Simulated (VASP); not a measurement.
# OH2 in VASP: single point with PBE+D3(BJ)

Aim: the single point of OH2 with PBE+D3(BJ).

Program: VASP 6.6.1. These are calculated values, not measurements. Logs are shortened: lines on timing, memory, paths and dates and some standing lists are left out, and cuts for length are marked.

**1. The cell of the first run**

The cell holds a molecule in a box, 3 atoms: a = 9.296 Å, b = 6.574 Å, c = 23.254 Å, α = 90.00°, β = 90.00°, γ = 90.00°.

**2. Single point, PBE+D3(BJ)**

File INCAR:

```
  PREC = Accurate
  ENCUT = 520
  EDIFF = 1E-7
  ISMEAR = 0
  SIGMA = 0.1
  LREAL = F
  LASPH = T
  NELM = 100
  ALGO = Normal
  ISIF = 2
  LWAVE = F
  LCHARG = F
  LDIPOL = T
  IDIPOL = 3
  DIPOL = 0.5 0.5 0.562
  GGA = PE
  IVDW = 12
  NBANDS = 11
```

File KPOINTS:

```
regular mesh
0
Gamma
  2 3 1
```

File POSCAR:

```
H2O
1.0
    9.2964173513      0.0000000000      0.0000000000
    0.0000000000      6.5735597498      0.0000000000
    0.0000000000      0.0000000000     23.2544086756
O H
1 2
Direct
    0.9447813262     -0.1696174148      0.5750595155
    0.9687295852     -0.2925691572      0.5532582359
    0.8561736594     -0.1235372913      0.5562828799
```

Potentials or basis: VASP PAW PBE potentials, release 64 (O, H).

On the command line:

```console
$ cat potpaw_PBE.64/O/POTCAR potpaw_PBE.64/H/POTCAR > POTCAR
$ mpirun -np 1 vasp_std > vasp.out
```

OUTCAR:

```text
PREC = Accurate
   ENCUT = 520
   EDIFF = 1E-7
   ISMEAR = 0
   LREAL = F
   LASPH = T
   NELM = 100
   ISIF = 2
   GGA = PE
   IVDW = 12
 IVDW          = 12

 ion  position               nearest neighbor table
   1  0.945  0.830  0.575-   2 0.98   3 0.98
   2  0.969  0.707  0.553-   1 0.98
   3  0.856  0.876  0.556-   1 0.98

  LATTYP: Found a simple orthorhombic cell.
 ALAT       =     6.5735597498
 B/A-ratio  =     1.4142135624
 C/A-ratio  =     3.5375670962

  Lattice vectors:

 A1 = (   0.0000000000,  -6.5735597498,   0.0000000000)
 A2 = (   9.2964173513,   0.0000000000,   0.0000000000)
 A3 = (   0.0000000000,   0.0000000000,  23.2544086756)

Analysis of symmetry for initial positions (statically):
=====================================================================
 Subroutine PRICEL returns:
 Original cell was already a primitive cell.

 Routine SETGRP: Setting up the symmetry group for a
 simple orthorhombic supercell.

 Subroutine GETGRP returns: Found  1 space group operations
 (whereof  1 operations were pure point group operations)
 out of a pool of  8 trial point group operations.

The static configuration has the point symmetry C_1 .

Analysis of symmetry for dynamics (positions and initial velocities):
=====================================================================
 Subroutine PRICEL returns:
 Original cell was already a primitive cell.

 Routine SETGRP: Setting up the symmetry group for a
 simple orthorhombic supercell.

 Subroutine GETGRP returns: Found  1 space group operations
 (whereof  1 operations were pure point group operations)
 out of a pool of  8 trial point group operations.

The dynamic configuration has the point symmetry C_1 .

 Subroutine INISYM returns: Found  1 space group operations
 (whereof  1 operations are pure point group operations),
 and found     1 'primitive' translations

----------------------------------------------------------------------------------------

                                     Primitive cell

  volume of cell :    1421.0898

  direct lattice vectors                    reciprocal lattice vectors
     9.296417351  0.000000000  0.000000000     0.107568320  0.000000000  0.000000000
     0.000000000  6.573559750  0.000000000     0.000000000  0.152124578  0.000000000
     0.000000000  0.000000000 23.254408676     0.000000000  0.000000000  0.043002599

  length of vectors
     9.296417351  6.573559750 23.254408676     0.107568320  0.152124578  0.043002599

  position of ions in fractional coordinates (direct lattice)
     0.944781326  0.830382585  0.575059516
     0.968729585  0.707430843  0.553258236
     0.856173659  0.876462709  0.556282880

  ion indices of the primitive-cell ions
   primitive index   ion index
                 1           1
                 2           2
                 3           3

----------------------------------------------------------------------------------------

 KPOINTS: regular mesh

Automatic generation of k-mesh.
 Grid dimensions read from file:
 generate k-points for:    2    3    1

 Generating k-lattice:

  Cartesian coordinates                     Fractional coordinates (reciprocal lattice)
     0.053784160  0.000000000  0.000000000     0.500000000  0.000000000  0.000000000
     0.000000000  0.050708193  0.000000000     0.000000000  0.333333333  0.000000000
     0.000000000  0.000000000  0.043002599     0.000000000  0.000000000  1.000000000

  Length of vectors
     0.053784160  0.050708193  0.043002599

  Shift w.r.t. Gamma in fractional coordinates (k-lattice)
     0.000000000  0.000000000  0.000000000

 Subroutine IBZKPT returns following result:
 ===========================================

 Found      4 irreducible k-points:

 Following reciprocal coordinates:
            Coordinates               Weight
  0.000000  0.000000  0.000000      1.000000
  0.500000  0.000000  0.000000      1.000000
  0.000000  0.333333  0.000000      2.000000
  0.500000  0.333333  0.000000      2.000000
   k-points           NKPTS =      4   k-points in BZ     NKDIM =      4   number of bands    NBANDS=     11
   number of dos      NEDOS =    301   number of ions     NIONS =      3
   total plane-waves  NPLWV = 630000
   dimension x,y,z NGX =    70 NGY =   50 NGZ =  180
   dimension x,y,z NGXF=   140 NGYF=  100 NGZF=  360
   ions per type =               1   2
   NGX,Y,Z   is equivalent  to a cutoff of  12.52, 12.65, 12.87 a.u.
   NGXF,Y,Z  is equivalent  to a cutoff of  25.04, 25.29, 25.74 a.u.
 SYSTEM =  unknown system
   PREC   = accura    normal or accurate (medium, high low for compatibility)
   ISTART =      0    job   : 0-new  1-cont  2-samecut
   ICHARG =      2    charge: 1-file 2-atom 10-const
   ISPIN  =      1    spin polarized calculation?
   LNONCOLLINEAR =      F non collinear calculations
   LSORBIT =      F    spin-orbit coupling
   LASPH  =      T    aspherical Exc in radial PAW
   ENCUT  =  520.0 eV  38.22 Ry    6.18 a.u.  17.29 12.22 43.24*2*pi/ulx,y,z
   NELM   =    100;   NELMIN=  2; NELMDL= -5     # of ELM steps
   EDIFF  = 0.1E-06   stopping-criterion for ELM
   LREAL  =      F    real-space projection
   EDIFFG = 0.1E-05   stopping-criterion for IOM
   NSW    =      0    number of steps for IOM
   IBRION =     -1    ionic relax: 0-MD 1-quasi-New 2-CG
   NFREE  =      0    steps in history (QN), initial steepest desc. (CG)
   ISIF   =      2    stress and relaxation
   ISYM   =      2    0-nonsym 1-usesym 2-fastsym
   POTIM  = 0.5000    time-step for ionic-motion
   TEBEG  =    0.0;   TEEND  =   0.0 temperature during run
   PSTRESS=    0.0 pullay stress
   NELECT =       8.0000    total number of electrons
   NUPDOWN=      -1.0000    fix difference up-down
   EMIN   =  10.00;   EMAX   =-10.00  energy-range for DOS
   EFERMI =   0.00;   METHOD = LEGACY
   ISMEAR =     0;   SIGMA  =   0.10  broadening in eV -4-tet -1-fermi 0-gaus
   EFERMI_NEDOS =   21; number of points for ismear=-14 and -15
   IALGO  =     38    algorithm
   IMIX   =      4    mixing-type and parameters
     AMIX     =   0.40;   BMIX     =  1.00
     AMIX_MAG =   1.60;   BMIX_MAG =  1.00
  volume/ion in A,a.u.               =     473.70      3196.66
  Fermi-wavevector in a.u.,A,eV,Ry     =   0.291227  0.550338  1.153950  0.084813
  Thomas-Fermi vector in A             =   1.150719
   LORBIT       =      0    0 simple, 1 ext, 2 COOP (PROOUT), +10 PAW based schemes
   GGA     = PE    functional components
   LHFCALC =     F    Hartree Fock is set to
   AEXX    =    0.0000 exact exchange contribution
   IVDW    =    12    specifies the selected vdW correction
   LEPSILON=     F    determine dielectric tensor
   LRPA    =     F    only Hartree local field effects (RPA)
 non-spin polarized calculation
 Gauss-broadening in eV      SIGMA  =   0.10
  energy-cutoff  :      520.00
  volume of cell :     1421.09
 maximum number of plane-waves:     38321
 NGX is ok and might be reduce to    70
   NGX = 35   NGY = 25   NGZ = 87

 number of electron       8.0000002 magnetization

 dipolmoment           0.000000      0.000000      0.287240 electrons x Angstroem

 Free energy of the ion-electron system (eV)
  ---------------------------------------------------
  ext. energy  EPLUGINS =         0.00000000
  ---------------------------------------------------
  free energy    TOTEN  =       -14.21917260 eV

  energy without entropy =      -14.21917260  energy(sigma->0) =      -14.21917260

 E-fermi :  -6.6462     XC(G=0):  -0.3843

 val. band max:       -7.1634736651   @ k =   0.0000   0.0000   0.0000
 cond. band min:      -1.2837187644   @ k =   0.0000   0.0000   0.0000
 fundamental gap:      5.8797549006
 Fermi energy:        -6.6462247830

 k-point     1 :       0.0000    0.0000    0.0000
  band No.  band energies     occupation
      1     -25.2017      2.00000
      2     -12.8738      2.00000
      3      -9.3134      2.00000
      4      -7.1635      2.00000
      5      -1.2837      0.00000
      6      -0.1475      0.00000
      7       0.3183      0.00000
      8       0.7484      0.00000
      9       0.7770      0.00000
     10       0.9895      0.00000
     11       1.1887      0.00000

 k-point     2 :       0.5000    0.0000    0.0000
  band No.  band energies     occupation
      1     -25.2017      2.00000
      2     -12.8738      2.00000
      3      -9.3134      2.00000
      4      -7.1635      2.00000
      5      -1.1898      0.00000
      6      -0.0119      0.00000
      7       0.2535      0.00000
      8       0.3981      0.00000
      9       0.6824      0.00000
     10       0.8462      0.00000
     11       1.2362      0.00000

 k-point     3 :       0.0000    0.3333    0.0000
  band No.  band energies     occupation
      1     -25.2017      2.00000
      2     -12.8744      2.00000
      3      -9.3138      2.00000
      4      -7.1650      2.00000
      5      -0.9681      0.00000
      6       0.2182      0.00000
      7       0.4665      0.00000
      8       0.7049      0.00000
      9       1.1252      0.00000
     10       1.2566      0.00000
     11       1.3777      0.00000

 k-point     4 :       0.5000    0.3333    0.0000
  band No.  band energies     occupation
      1     -25.2017      2.00000
      2     -12.8744      2.00000
      3      -9.3138      2.00000
      4      -7.1650      2.00000
      5      -0.8841      0.00000
      6       0.2994      0.00000
      7       0.6035      0.00000
      8       0.7008      0.00000
      9       0.8499      0.00000
     10       1.0629      0.00000
     11       1.2322      0.00000

------------------------ aborting loop because EDIFF is reached ----------------------------------------

 vacuum level on the upper side and lower side of the slab       (xc-potential included)         0.394        -0.447

 Edisp (eV)   -0.01027

 E8    (eV) :    -0.0024

  FORCE on cell =-STRESS in cart. coord.  units (eV):
  Direction    XX          YY          ZZ          XY          YZ          ZX
  --------------------------------------------------------------------------------------
  -------------------------------------------------------------------------------------
  Total      -0.27027    -0.24561    -0.29642     0.06283    -0.10691    -0.13357
  in kB      -0.30471    -0.27691    -0.33419     0.07084    -0.12053    -0.15059
  external pressure =       -0.31 kB  Pullay stress =        0.00 kB

 VOLUME and BASIS-vectors are now :
 -----------------------------------------------------------------------------
  energy-cutoff  :      520.00
  volume of cell :     1421.09
      direct lattice vectors                 reciprocal lattice vectors
     9.296417351  0.000000000  0.000000000     0.107568320  0.000000000  0.000000000
     0.000000000  6.573559750  0.000000000     0.000000000  0.152124578  0.000000000
     0.000000000  0.000000000 23.254408676     0.000000000  0.000000000  0.043002599

 POSITION                                       TOTAL-FORCE (eV/Angst)
 -----------------------------------------------------------------------------------
      8.78308      5.45857     13.37267        -0.300432     -0.209126     -0.513215
      9.00571      4.65034     12.86569         0.031982      0.225578      0.258770
      7.95935      5.76148     12.93603         0.268451     -0.016453      0.254445
 -----------------------------------------------------------------------------------
    total drift:                                0.000440     -0.000045     -0.000060

  FREE ENERGIE OF THE ION-ELECTRON SYSTEM (eV)
  ---------------------------------------------------
  free  energy   TOTEN  =       -14.2294469529 eV

  energy  without entropy=      -14.2294469529  energy(sigma->0) =      -14.22944695

 vacuum level on the upper side and lower side of the slab         0.487        -0.366
```

It took 2.6 min on 1 thread of AMD EPYC 9R14 (Zen 4), shared host; peak memory 1 GiB.

Results:

- Free energy: -14.2294 eV
- Largest force: 0.630 eV/Å
- Gap between the frontier levels: 5.88 eV, direct
- Dispersion energy per atom: -0.003 eV

Forces on the atoms (eV/Å):
```
O   -0.300 -0.209 -0.513
H    0.032  0.226  0.259
H    0.268 -0.016  0.254
```
